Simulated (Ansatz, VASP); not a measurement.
Given: the input of a run of VASP 6.6.1 on Ge2Sb2Te5.

File INCAR:

```
PREC = Accurate ; ENCUT = 520
EDIFF = 1E-6 ; ISMEAR = 0
SIGMA = 0.015 ; LREAL = F
LASPH = T ; NELM = 100
ALGO = Normal ; ISIF = 2
LWAVE = F ; LCHARG = F
GGA = PE ; NBANDS = 44
```

KPOINTS

```
regular mesh
0
Gamma
  5 5 4
```

POSCAR

```
Ge2Sb2Te5
1.0
    6.8391360000     -3.0660060000      0.0000000000
    6.8391360000      3.0660060000      0.0000000000
   -6.8309770000      0.0000000000      6.8476090000
Te Sb Ge
5 2 2
Direct
    0.5947020000      0.5947020000      0.3864330000
    0.7952880000      0.7952880000      0.1961120000
    0.0083240000      0.0083240000      0.0064350000
    0.2065190000      0.2065190000      0.8098030000
    0.3999590000      0.3999590000      0.5971180000
    0.9017080000      0.9017080000      0.5878730000
    0.1118700000      0.1118700000      0.4173520000
    0.2842870000      0.2842870000      0.1878300000
    0.4973430000      0.4973430000      0.0110440000
```

Potentials or basis: VASP PAW PBE potentials, release 64 (Te, Sb, Ge_d).

Launch:

```sh
$ cat potpaw_PBE.64/Te/POTCAR potpaw_PBE.64/Sb/POTCAR potpaw_PBE.64/Ge_d/POTCAR > POTCAR
$ mpirun -np 1 vasp_std > vasp.out
```

**Question.** Translate it to Ansatz 0.2.0. Potentials there: Ansatz PAW.

**Answer.** As run (the cutoff follows the program's own potentials):

The input input.yaml:

```yaml
crystal:
  lattice:
    - [6.839136, -3.066006, 0.0]
    - [6.839136, 3.066006, 0.0]
    - [-6.830977, 0.0, 6.847609]
  atoms:
    - { symbol: Te, position: [0.594702, 0.594702, 0.386433] }
    - { symbol: Te, position: [0.795288, 0.795288, 0.196112] }
    - { symbol: Te, position: [0.008324, 0.008324, 0.006435] }
    - { symbol: Te, position: [0.206519, 0.206519, 0.809803] }
    - { symbol: Te, position: [0.399959, 0.399959, 0.597118] }
    - { symbol: Sb, position: [0.901708, 0.901708, 0.587873] }
    - { symbol: Sb, position: [0.11187, 0.11187, 0.417352] }
    - { symbol: Ge, position: [0.284287, 0.284287, 0.18783] }
    - { symbol: Ge, position: [0.497343, 0.497343, 0.011044] }
hamiltonian:
  xc: pbe
  pseudopotentials: { kind: paw }
kpoints:
  mp_grid: { grid: [5, 5, 4] }
scf:
  occupations: { method: gaussian, width: 0.015 }
output:
  forces: true
  stress: true
  eigenvalues: true
```

Potentials or basis: Ansatz PAW.

Command:

```bash
$ ansatz run input.yaml --threads 4 --pin off --max-ram 11264MiB --backend cpu --events-out ev --progress --plain --runs-dir out
```

Both were run:

|  | VASP | Ansatz | Ansatz less VASP |
| --- | --- | --- | --- |
| gap on the k mesh at the Fermi level (eV) | 0.25 | 0.26 | +0.003 |
| least direct gap on the mesh (eV) | 0.32 | 0.33 | +0.003 |
| pressure (GPa) | -0.1 | -0.1 | +0.02 |
| traceless stress, the component that is largest in VASP (GPa) | -0.30 | -0.28 | +0.017 |
| rms of the force components (eV/Å) | 0.057 | 0.060 | +0.0023 |

Atom by atom the forces differ by 0.005 eV/Å (rms over components). VASP's potentials hold 68 valence electrons a cell and Ansatz's 138, so a difference there can come from the potentials and not from the codes.

Neither program's run includes spin-orbit coupling. Noted on Ansatz's run: odd divisions of the mesh miss points on the zone boundary, where band edges often lie, so the gap on the mesh can be too wide.
